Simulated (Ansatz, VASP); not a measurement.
## Cd: VASP beside Ansatz

The input INCAR:

```
SYSTEM = Cd
  PREC = Accurate
  ENCUT = 520
  EDIFF = 1E-6
  ISMEAR = -1
  SIGMA = 0.1
  LREAL = .FALSE.
  LASPH = .TRUE.
  NELM = 80
  ALGO = Normal
  ISIF = 2
  LWAVE = .FALSE.
  LCHARG = .FALSE.
  GGA = RP
  NBANDS = 12
```

KPOINTS

```
Automatic mesh
0
G
  12 12 12
  0 0 0
```

Contents of POSCAR:

```
Cd
1.0
    3.0668510022      0.0000000000      0.0000000000
    0.0000000000      3.0668510022      0.0000000000
    0.0000000000      0.0000000000      3.0668510022
Cd
1
Direct
    0.0000000000      0.0000000000      0.0000000000
```

Input for Ansatz:

```yaml
crystal:
  lattice:
    - [3.0668510022, 0.0, 0.0]
    - [0.0, 3.0668510022, 0.0]
    - [0.0, 0.0, 3.0668510022]
  atoms:
    - { symbol: Cd, position: [0.0, 0.0, 0.0] }
hamiltonian:
  xc: rpbe
  pseudopotentials:
    kind: paw
    azcp:
      Cd: "pseudopotentials/Cd.paw.azcp"
basis:
  ecutwfc: 420
  fft_grid_basis: typed
kpoints:
  mp_grid: { grid: [12, 12, 12], shift: [0, 0, 0] }
magnetization:
  spin_polarized: false
scf:
  occupations: { method: fermi_dirac, width: 0.1 }
  lower_state_search: "off"
output:
  stress: true
```

Alike in both runs: task single point; functional RPBE; k mesh 12 × 12 × 12; occupations fermi-dirac, width 0.1 eV; no spin polarisation.

|  | VASP | Ansatz |
| --- | --- | --- |
| version | VASP 6.6.1 | Ansatz 0.2.0 |
| potentials or method | VASP PAW PBE potentials, release 64 (Cd), cutoff 520 eV | plane waves (420 eV) with PAW, scalar-relativistic |
| valence electrons in the cell | 12 | 20 |

|  | VASP | Ansatz | Ansatz less VASP |
| --- | --- | --- | --- |
| pressure (GPa) | 0.3 | 0.1 | -0.15 |

VASP's potentials were made for PBE, not for RPBE. The functional is the same, so the differences come from potentials, cutoffs and numerics. VASP's potentials hold 12 valence electrons a cell and Ansatz's 20, so a difference there can come from the potentials and not from the codes.
